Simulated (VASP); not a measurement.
LiBe4:

```
Li Be
1.0
     3.52790    0.00000    0.00000
     0.00000    3.52790    0.00000
     0.00000    0.00000    3.52790
Li Be
1 4
Direct
  0.00000 0.00000 0.00000
  0.25000 0.25000 0.25000
  0.75000 0.75000 0.25000
  0.25000 0.75000 0.75000
  0.75000 0.25000 0.75000
```

The cell was generated, and may not be a known phase.

```yaml
Program: VASP 6.6.1
Task: relaxation of cell and atoms
Functional: PBE
Potentials_or_basis: VASP PAW PBE potentials, release 64 (Li_sv, Be)
Cutoff: 750 eV
k_mesh: 5 × 5 × 5
Occupations: gaussian, width 0.2 eV
Spin: no spin polarisation
```

At the start: pressure 22.2 GPa; volume 8.78 Å³/atom.

**Question.** Where does the relaxation end?

**Answer.** Over 6 steps the energy falls by 1164.5 meV/atom and the volume is 10.94 Å³/atom (+24.5 %); space group P-43m (No. 215, to 0.1 Å) before and after.

Step by step:
```tsv
step	energy change (eV)	largest force (eV/Å)	pressure (GPa)	volume (Å³)
1	0.0000	7.1989	22.19	43.91
2	-5.7919	0.2880	2.41	52.10
3	-5.8052	0.1128	2.65	52.54
4	-5.8193	0.1006	0.69	53.91
5	-5.8197	0.1448	0.29	54.22
6	-5.8225	0.0310	0.04	54.68
```

Final structure:
```
Li Be
1.0
     3.79564    0.00000    0.00000
     0.00000    3.79564    0.00000
     0.00000    0.00000    3.79564
Li Be
1 4
Direct
  0.00000 0.00000 0.00000
  0.30968 0.30968 0.30968
  0.69032 0.69032 0.30968
  0.30968 0.69032 0.69032
  0.69032 0.30968 0.69032
```

Caveat: the volume moved by over 15 % at a fixed basis, so the end points are rough.
